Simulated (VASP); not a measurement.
Ti12Si: single point with PBE+D3(BJ)

System: Ti12Si, a slab with vacuum.

```
CELL_PARAMETERS angstrom
5.70996 0.00000 0.00000
-2.85498 4.94497 0.00000
0.00000 0.00000 21.59326
ATOMIC_POSITIONS crystal
Ti 0.33333 0.16667 0.18524
Ti 0.33333 0.66667 0.18524
Ti 0.83333 0.16667 0.18524
Ti 0.83333 0.66667 0.18524
Ti 0.16667 0.33333 0.28944
Ti 0.16667 0.83333 0.28944
Ti 0.66667 0.33333 0.28944
Ti 0.66667 0.83333 0.28944
Ti 0.00000 0.00000 0.39333
Ti 0.00000 0.50000 0.39333
Ti 0.50000 0.00000 0.39333
Ti 0.50000 0.50000 0.39333
Si 0.16667 0.08333 0.50911
```

| Item | Value |
| --- | --- |
| Program | VASP 6.6.1 |
| Task | single point |
| Functional | PBE |
| Dispersion | D3(BJ) |
| Potentials or basis | VASP PAW PBE potentials, release 64 (Ti_sv, Si) |
| Cutoff | 520 eV |
| k mesh | 6 × 6 × 1 |
| Occupations | gaussian, width 0.1 eV |
| Spin | no spin polarisation |
| Dipole correction | yes |
| Further INCAR settings | ALGO = Normal; EDIFF = 1e-06; NBANDS = 86 |

```json
{
 "Largest force": "1.821 eV/Å",
 "Band gap on the k mesh": "zero (bands 74 and 75 overlap by 0.67 eV)",
 "Dispersion energy per atom": "-0.432 eV"
}
```

Forces in eV/Å, atoms in the order of the input:
```
Ti  -0.010 -0.006  0.037
Ti  -0.034 -0.020  0.047
Ti   0.006  0.013  0.067
Ti   0.014 -0.001  0.067
Ti  -0.046  0.170 -0.249
Ti   0.124 -0.125 -0.249
Ti   0.050  0.029 -0.154
Ti  -0.094 -0.054 -0.207
Ti   0.453  0.262  0.163
Ti   0.256  0.148  0.820
Ti  -0.493  0.066  0.739
Ti  -0.189 -0.460  0.739
Si  -0.037 -0.021 -1.820
```

Levels at points of the mesh, in eV from the Fermi level:
```tsv
k point	band 69	band 70	band 71	band 72	band 73	band 74	band 75	band 76	band 77	band 78
(0.00, 0.00, 0.00)	-0.09	-0.02	0.02	0.34	0.38	0.49	0.55	0.74	0.76	0.76
(0.50, 0.00, 0.00)	-0.51	-0.47	-0.44	-0.37	-0.33	-0.23	-0.17	-0.03	-0.02	0.04
(0.00, 0.50, 0.00)	-0.51	-0.47	-0.44	-0.34	-0.33	-0.23	-0.17	-0.03	-0.01	0.01
```

Wall time 57 min on 1 thread of Intel(R) Xeon(R) Platinum 8488C (Sapphire Rapids), on a shared host, peak memory 0.85 GiB.
